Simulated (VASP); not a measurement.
# HfSeS4 (P4/mmm) in VASP: relaxation of cell and atoms with PBE

Aim: the relaxation of cell and atoms of HfSeS4 with PBE.

Everything below comes from runs of VASP 6.6.1. Logs are shortened: lines on timing, memory, paths and dates and some standing lists are left out, and cuts for length are marked.

## (1) The cell of the first run

The structure is tetragonal, space group P4/mmm (No. 123). The conventional cell has a = 3.315 Å, b = 3.315 Å, c = 9.792 Å, α = 90.00°, β = 90.00°, γ = 90.00°. Hf (site symmetry 4/mmm) has 10 S at 2.71 to 3.47 Å and 4 Hf at 3.31 Å within 3.6 Å. Within 3.6 Å of Se (site symmetry 4/mmm) lie 10 S at 2.74 to 3.54 Å and 4 Se at 3.31 Å. S (site symmetry 4mm) has 9 S at 2.70 to 3.31 Å and 4 Hf at 2.71 Å and 1 Se at 3.54 Å within 3.6 Å. Within 3.6 Å of S (site symmetry 4mm) lie 4 Se at 2.74 Å and 9 S at 2.85 to 3.31 Å and 1 Hf at 3.47 Å.

The cell was generated, and may not be a known phase.

## (2) Relaxation of cell and atoms, PBE

Contents of INCAR:

```
ALGO = Normal
EDIFF = 1E-6
EDIFFG = -0.01
ENCUT = 600
GGA = PE
IBRION = 2
ISIF = 3
ISMEAR = 0
LASPH = T
LCHARG = F
LREAL = F
LWAVE = F
NELM = 80
NSW = 100
PREC = Accurate
SIGMA = 0.1
```

Contents of KPOINTS:

```
k-points
0
Gamma
  12 12 4
```

Contents of POSCAR:

```
HfSeS4
1.0
    3.3145009629      0.0000000000      0.0000000000
    0.0000000000      3.3145009629      0.0000000000
    0.0000000000      0.0000000000      9.7918419568
Hf Se S
1 1 4
Direct
    0.5000000000      0.5000000000      0.5000000000
    0.0000000000      0.0000000000      0.0000000000
    0.0000000000      0.0000000000      0.6381213821
    0.5000000000      0.5000000000      0.1456114489
    0.5000000000      0.5000000000      0.8543885511
    0.0000000000      0.0000000000      0.3618786179
```

Potentials or basis: VASP PAW PBE potentials, release 64 (Hf_pv, Se, S).

Launch:

```sh
> cat potpaw_PBE.64/Hf_pv/POTCAR potpaw_PBE.64/Se/POTCAR potpaw_PBE.64/S/POTCAR > POTCAR
> mpirun -np 1 vasp_std > vasp.out
```

OUTCAR:

```text
EDIFF = 1E-6
   EDIFFG = -0.01
   ENCUT = 600
   GGA = PE
   IBRION = 2
   ISIF = 3
   ISMEAR = 0
   LASPH = T
   LREAL = F
   NELM = 80
   NSW = 100
   PREC = Accurate

 ion  position               nearest neighbor table
   1  0.500  0.500  0.500-   3 2.71   6 2.71   3 2.71   6 2.71   3 2.71   6 2.71   3 2.71   6 2.71

   2  0.000  0.000  0.000-   4 2.74   5 2.74   4 2.74   5 2.74   4 2.74   5 2.74   4 2.74   5 2.74

   3  0.000  0.000  0.638-   6 2.70   1 2.71   1 2.71   1 2.71   1 2.71
   4  0.500  0.500  0.146-   2 2.74   2 2.74   2 2.74   2 2.74
   5  0.500  0.500  0.854-   2 2.74   2 2.74   2 2.74   2 2.74
   6  0.000  0.000  0.362-   3 2.70   1 2.71   1 2.71   1 2.71   1 2.71

  LATTYP: Found a simple tetragonal cell.
 ALAT       =     3.3145009629
 C/A-ratio  =     2.9542432078

  Lattice vectors:

 A1 = (   3.3145009629,   0.0000000000,   0.0000000000)
 A2 = (   0.0000000000,   3.3145009629,   0.0000000000)
 A3 = (   0.0000000000,   0.0000000000,   9.7918419568)

Analysis of symmetry for initial positions (statically):
=====================================================================
 Subroutine PRICEL returns:
 Original cell was already a primitive cell.

 Routine SETGRP: Setting up the symmetry group for a
 simple tetragonal supercell.

 Subroutine GETGRP returns: Found 16 space group operations
 (whereof 16 operations were pure point group operations)
 out of a pool of 16 trial point group operations.

The static configuration has the point symmetry D_4h.

Analysis of symmetry for dynamics (positions and initial velocities):
=====================================================================
 Subroutine PRICEL returns:
 Original cell was already a primitive cell.

 Routine SETGRP: Setting up the symmetry group for a
 simple tetragonal supercell.

 Subroutine GETGRP returns: Found 16 space group operations
 (whereof 16 operations were pure point group operations)
 out of a pool of 16 trial point group operations.

The dynamic configuration has the point symmetry D_4h.

 Subroutine INISYM returns: Found 16 space group operations
 (whereof 16 operations are pure point group operations),
 and found     1 'primitive' translations

----------------------------------------------------------------------------------------

                                     Primitive cell

  volume of cell :     107.5724

  direct lattice vectors                    reciprocal lattice vectors
     3.314500963  0.000000000  0.000000000     0.301704544  0.000000000  0.000000000
     0.000000000  3.314500963  0.000000000     0.000000000  0.301704544  0.000000000
     0.000000000  0.000000000  9.791841957     0.000000000  0.000000000  0.102125831

  length of vectors
     3.314500963  3.314500963  9.791841957     0.301704544  0.301704544  0.102125831

  position of ions in fractional coordinates (direct lattice)
     0.500000000  0.500000000  0.500000000
     0.000000000  0.000000000  0.000000000
     0.000000000  0.000000000  0.638121382
     0.500000000  0.500000000  0.145611449
     0.500000000  0.500000000  0.854388551
     0.000000000  0.000000000  0.361878618

  ion indices of the primitive-cell ions
   primitive index   ion index
                 1           1
                 2           2
                 3           3
                 4           4
                 5           5
                 6           6

----------------------------------------------------------------------------------------

 KPOINTS: k-points

Automatic generation of k-mesh.
 Grid dimensions read from file:
 generate k-points for:   12   12    4

 Generating k-lattice:

  Cartesian coordinates                     Fractional coordinates (reciprocal lattice)
     0.025142045  0.000000000  0.000000000     0.083333333  0.000000000  0.000000000
     0.000000000  0.025142045  0.000000000     0.000000000  0.083333333  0.000000000
     0.000000000  0.000000000  0.025531458     0.000000000  0.000000000  0.250000000

  Length of vectors
     0.025142045  0.025142045  0.025531458

  Shift w.r.t. Gamma in fractional coordinates (k-lattice)
     0.000000000  0.000000000  0.000000000

 Subroutine IBZKPT returns following result:
 ===========================================

 Found     84 irreducible k-points:

 Following reciprocal coordinates:
            Coordinates               Weight
  0.000000  0.000000  0.000000      1.000000
  0.083333  0.000000  0.000000      4.000000
  0.166667  0.000000  0.000000      4.000000
  0.250000  0.000000  0.000000      4.000000
  0.333333  0.000000  0.000000      4.000000
  0.416667  0.000000  0.000000      4.000000
[... 16 lines left out ...]
  0.333333  0.333333  0.000000      4.000000
  0.416667  0.333333  0.000000      8.000000
 [... further k-points ...]
   k-points           NKPTS =     84   k-points in BZ     NKDIM =     84   number of bands    NBANDS=     24
   number of dos      NEDOS =    301   number of ions     NIONS =      6
   total plane-waves  NPLWV =  62720
   dimension x,y,z NGX =    28 NGY =   28 NGZ =   80
   dimension x,y,z NGXF=    56 NGYF=   56 NGZF=  160
   ions per type =               1   1   4
   NGX,Y,Z   is equivalent  to a cutoff of  14.04, 14.04, 13.58 a.u.
   NGXF,Y,Z  is equivalent  to a cutoff of  28.09, 28.09, 27.16 a.u.
 SYSTEM =  unknown system
   PREC   = accura    normal or accurate (medium, high low for compatibility)
   ISTART =      0    job   : 0-new  1-cont  2-samecut
   ICHARG =      2    charge: 1-file 2-atom 10-const
   ISPIN  =      1    spin polarized calculation?
   LNONCOLLINEAR =      F non collinear calculations
   LSORBIT =      F    spin-orbit coupling
   LASPH  =      T    aspherical Exc in radial PAW
   ENCUT  =  600.0 eV  44.10 Ry    6.64 a.u.   6.62  6.62 19.56*2*pi/ulx,y,z
   NELM   =     80;   NELMIN=  2; NELMDL= -5     # of ELM steps
   EDIFF  = 0.1E-05   stopping-criterion for ELM
   LREAL  =      F    real-space projection
   EDIFFG = -.1E-01   stopping-criterion for IOM
   NSW    =    100    number of steps for IOM
   IBRION =      2    ionic relax: 0-MD 1-quasi-New 2-CG
   NFREE  =      1    steps in history (QN), initial steepest desc. (CG)
   ISIF   =      3    stress and relaxation
   ISYM   =      2    0-nonsym 1-usesym 2-fastsym
   POTIM  = 0.5000    time-step for ionic-motion
   TEBEG  =    0.0;   TEEND  =   0.0 temperature during run
   PSTRESS=    0.0 pullay stress
   NELECT =      40.0000    total number of electrons
   NUPDOWN=      -1.0000    fix difference up-down
   EMIN   =  10.00;   EMAX   =-10.00  energy-range for DOS
   EFERMI =   0.00;   METHOD = LEGACY
   ISMEAR =     0;   SIGMA  =   0.10  broadening in eV -4-tet -1-fermi 0-gaus
   EFERMI_NEDOS =   21; number of points for ismear=-14 and -15
   IALGO  =     38    algorithm
   IMIX   =      4    mixing-type and parameters
     AMIX     =   0.40;   BMIX     =  1.00
     AMIX_MAG =   1.60;   BMIX_MAG =  1.00
  volume/ion in A,a.u.               =      17.93       120.99
  Fermi-wavevector in a.u.,A,eV,Ry     =   1.177230  2.224642 18.855908  1.385870
  Thomas-Fermi vector in A             =   2.313580
   LORBIT       =      0    0 simple, 1 ext, 2 COOP (PROOUT), +10 PAW based schemes
   GGA     = PE    functional components
   LHFCALC =     F    Hartree Fock is set to
   AEXX    =    0.0000 exact exchange contribution
   IVDW    =     0    specifies the selected vdW correction
   LEPSILON=     F    determine dielectric tensor
   LRPA    =     F    only Hartree local field effects (RPA)
 conjugate gradient relaxation of ions
 non-spin polarized calculation
 Gauss-broadening in eV      SIGMA  =   0.10
  energy-cutoff  :      600.00
  volume of cell :      107.57
 maximum number of plane-waves:      3633
 NGX is ok and might be reduce to    28
   NGX = 13   NGY = 13   NGZ = 39

--------------------------------------- Ionic step        1  -------------------------------------------

 number of electron      39.9999996 magnetization

 Free energy of the ion-electron system (eV)
  ---------------------------------------------------
  ext. energy  EPLUGINS =         0.00000000
  ---------------------------------------------------
  free energy    TOTEN  =       -30.40948441 eV

  energy without entropy =      -30.39267448  energy(sigma->0) =      -30.40107944

------------------------ aborting loop because EDIFF is reached ----------------------------------------

  FORCE on cell =-STRESS in cart. coord.  units (eV):
  Direction    XX          YY          ZZ          XY          YZ          ZX
  --------------------------------------------------------------------------------------
  -------------------------------------------------------------------------------------
  Total       -0.3714423     -0.3714423     -0.0275005      0.0000000      0.0000000     -0.0000000
  in kB       -5.5322427     -5.5322427     -0.4095905      0.0000000      0.0000000     -0.0000000
  external PRESSURE =      -3.8246920 kB  Pullay stress =       0.0000000 kB
[... 225 lines left out ...]
  energy  without entropy=      -30.3936243826  energy(sigma->0) =      -30.40244743

--------------------------------------- Ionic step        7  -------------------------------------------

 number of electron      39.9999995 magnetization

 Free energy of the ion-electron system (eV)
  ---------------------------------------------------
  ext. energy  EPLUGINS =         0.00000000
  ---------------------------------------------------
  free energy    TOTEN  =       -30.41138836 eV

  energy without entropy =      -30.39399357  energy(sigma->0) =      -30.40269097

 E-fermi :   6.4987     XC(G=0): -10.8977

 val. band max:        6.4974051431   @ k =   0.1667   0.0833   0.2500
 cond. band min:       6.5012990384   @ k =   0.0833   0.0000   0.5000
 fundamental gap:      0.0038938953
 Fermi energy:         6.4986584448

 k-point     1 :       0.0000    0.0000    0.0000
  band No.  band energies     occupation
      1     -25.0110      2.00000
      2     -24.7354      2.00000
      3     -24.7354      2.00000
      4     -10.0786      2.00000
      5      -8.2122      2.00000
      6      -7.2289      2.00000
[... 637 lines left out ...]
     23       7.3979      0.00000
     24       8.2808      0.00000

 [... further k-points ...]

------------------------ aborting loop because EDIFF is reached ----------------------------------------

  FORCE on cell =-STRESS in cart. coord.  units (eV):
  Direction    XX          YY          ZZ          XY          YZ          ZX
  --------------------------------------------------------------------------------------
  -------------------------------------------------------------------------------------
  Total       -0.0217020     -0.0217020     -0.0482764      0.0000000      0.0000000      0.0000000
  in kB       -0.3250911     -0.3250911     -0.7231698      0.0000000      0.0000000      0.0000000
  external PRESSURE =      -0.4577840 kB  Pullay stress =       0.0000000 kB
[... 21 lines left out ...]
  FREE ENERGIE OF THE ION-ELECTRON SYSTEM (eV)
  ---------------------------------------------------
  free  energy   TOTEN  =       -30.4113883642 eV

  energy  without entropy=      -30.3939935705  energy(sigma->0) =      -30.40269097

 reached required accuracy - stopping structural energy minimisation
```

It took 10 min on 1 thread of Intel Xeon 6975P-C (Granite Rapids), shared host; peak memory 0.45 GiB.

What came out:

```yaml
Free_energy: -30.4114 eV
Relaxed_volume: 17.83 Å³/atom
Relaxed_cell: a = 3.308 Å, b = 3.308 Å, c = 9.777 Å, α = 90.00°, β = 90.00°, γ = 90.00°
Space_group_after_relaxing_to_0.1_Å: P4/mmm (No. 123)
Energy_gained_by_relaxing: 0.3 meV/atom
Ionic_steps: 7
Pressure_after_relaxing: 0.0 GPa
Largest_force_after_relaxing: 0.008 eV/Å
Band_gap_on_the_k_mesh: zero (bands 20 and 21 overlap by 1.43 eV)
```

Forces on the atoms (eV/Å):
```
Hf   0.000  0.000  0.000
Se   0.000  0.000  0.000
S    0.000  0.000  0.001
S    0.000  0.000  0.008
S    0.000  0.000 -0.008
S    0.000  0.000 -0.001
```

Step by step:
| step | energy change (eV) | largest force (eV/Å) | pressure (GPa) | volume (Å³) |
| --- | --- | --- | --- | --- |
| 1 | 0.0000 | 0.0612 | -0.38 | 107.57 |
| 2 | -0.0013 | 0.0540 | 0.20 | 106.91 |
| 3 | -0.0013 | 0.0546 | 0.16 | 106.97 |
| 4 | -0.0017 | 0.0130 | -0.02 | 107.05 |
| 5 | -0.0017 | 0.0105 | -0.02 | 107.06 |
| 6 | -0.0018 | 0.0099 | -0.03 | 107.03 |
| 7 | -0.0019 | 0.0080 | -0.05 | 106.96 |

Final structure:
```cif
data_structure
_symmetry_space_group_name_H-M 'P 1'
_symmetry_Int_Tables_number 1
_cell_length_a 3.3075
_cell_length_b 3.3075
_cell_length_c 9.7768
_cell_angle_alpha 90.000
_cell_angle_beta 90.000
_cell_angle_gamma 90.000
_cell_volume 106.96
loop_
_atom_site_label
_atom_site_type_symbol
_atom_site_fract_x
_atom_site_fract_y
_atom_site_fract_z
_atom_site_occupancy
Hf1 Hf 0.50000 0.50000 0.50000 1
Se1 Se 0.00000 0.00000 0.00000 1
S1 S 0.00000 0.00000 0.63885 1
S2 S 0.50000 0.50000 0.14648 1
S3 S 0.50000 0.50000 0.85352 1
S4 S 0.00000 0.00000 0.36115 1
```

Levels at points of the mesh, in eV from the Fermi level:
```tsv
k point	band 16	band 17	band 18	band 19	band 20	band 21	band 22	band 23	band 24
(0.00, 0.00, 0.00)	-1.80	-1.72	-1.72	-1.22	-0.48	-0.48	1.34	1.91	2.46
(0.50, 0.00, 0.00)	-1.01	-0.98	-0.82	-0.52	-0.37	-0.17	-0.11	1.37	1.89
(0.50, 0.50, 0.00)	-3.70	-3.14	-3.14	-2.90	-0.70	0.35	0.80	0.80	1.25
(0.00, 0.00, 0.50)	-2.00	-2.00	-1.80	-0.42	-0.42	0.21	1.04	1.77	2.45
(0.50, 0.00, 0.50)	-1.63	-1.02	-0.88	-0.45	-0.36	-0.14	0.79	1.43	2.01
(0.50, 0.50, 0.50)	-3.52	-3.02	-3.02	-2.25	-1.38	-0.27	0.77	0.77	2.26
```

Caveat: spin-orbit coupling is left out, which moves the levels of the heavy elements.
